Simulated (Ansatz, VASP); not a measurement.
## Se in VASP and in Ansatz

INCAR

```
PREC = Accurate
ENCUT = 520
EDIFF = 1E-8
ISMEAR = -1
SIGMA = 0.01
LREAL = False
LASPH = True
NELM = 60
ALGO = Normal
ISIF = 2
LWAVE = False
LCHARG = False
GGA = PS
LEFG = True
NBANDS = 27
```

Contents of KPOINTS:

```
Automatic mesh
0
Gamma
  6 6 6
```

POSCAR

```
Se
1.0
    5.6809998619      3.2799267995      1.4763300000
   -5.6809998619      3.2799267995      1.4763300000
    0.0000000000     -6.5598535991      1.4763300000
Se
6
Direct
    0.2806600000      0.1625100000      0.9181800000
    0.9181800000      0.2806600000      0.1625100000
    0.1625100000      0.9181800000      0.2806600000
    0.7193400000      0.8374900000      0.0818200000
    0.0818200000      0.7193400000      0.8374900000
    0.8374900000      0.0818200000      0.7193400000
```

Input for Ansatz:

```yaml
crystal:
  lattice:
    - [5.6809998619, 3.2799267995, 1.47633]
    - [-5.6809998619, 3.2799267995, 1.47633]
    - [0.0, -6.5598535991, 1.47633]
  atoms:
    - { symbol: Se, position: [0.28066, 0.16251, 0.91818] }
    - { symbol: Se, position: [0.91818, 0.28066, 0.16251] }
    - { symbol: Se, position: [0.16251, 0.91818, 0.28066] }
    - { symbol: Se, position: [0.71934, 0.83749, 0.08182] }
    - { symbol: Se, position: [0.08182, 0.71934, 0.83749] }
    - { symbol: Se, position: [0.83749, 0.08182, 0.71934] }
kpoints:
  mp_grid: { grid: [6, 6, 6] }
  band_path:
    path:
      - [0.0, 0.0, 0.0]
      - [0.5, 0.0, 0.0]
      - [0.5, -0.5, 0.5]
      - [0.200433267, -0.799566733, 0.200433267]
      - [0.200433267, 0.200433267, 0.200433267]
      - [0.0, 0.0, 0.0]
      - [0.5, -0.5, 0.0]
    npoints: 14
scf:
  occupations: { method: fermi_dirac, width: 0.01 }
hamiltonian:
  xc: pbesol
  pseudopotentials: { kind: paw }
output:
  forces: true
  stress: true
  eigenvalues: true
  efg: { contact_densities: true }
  populations: true
  bader: true
  dos: { projected: true, de: 0.2, e_range: [-14, 8] }
  write_density: true
  write_potential: true
  elf: true
  volumetric_format: npy
```

Alike in both runs: task electric field gradients; functional PBEsol; k mesh 6 × 6 × 6; occupations fermi-dirac, width 0.01 eV; no spin polarisation.

|  | VASP | Ansatz |
| --- | --- | --- |
| version | VASP 6.6.1 | Ansatz 0.2.0 |
| potentials or method | VASP PAW PBE potentials, release 64 (Se) | PAW with Ansatz's default frozen-core files, scalar-relativistic |
| plane-wave cutoff (eV) | 520 | 420 |
| valence electrons in the cell | 36 | 96 |

|  | VASP | Ansatz | Ansatz less VASP |
| --- | --- | --- | --- |
| gap on the k mesh at the Fermi level (eV) | 1.12 | 1.13 | +0.003 |
| pressure (GPa) | 0.3 | 0.1 | -0.20 |
| traceless stress, the component that is largest in VASP (GPa) | 0.08 | 0.16 | +0.075 |
| rms of the force components (eV/Å) | 0.225 | 0.196 | -0.0286 |
| size of Vzz on the site where it differs most (V/Å²) | 542.7 | 562.6 | +19.88 |

VASP's potentials were made for PBE, not for PBEsol. Atom by atom the forces differ by 0.030 eV/Å (rms over components). VASP's potentials hold 36 valence electrons a cell and Ansatz's 96, so a difference there can come from the potentials and not from the codes.
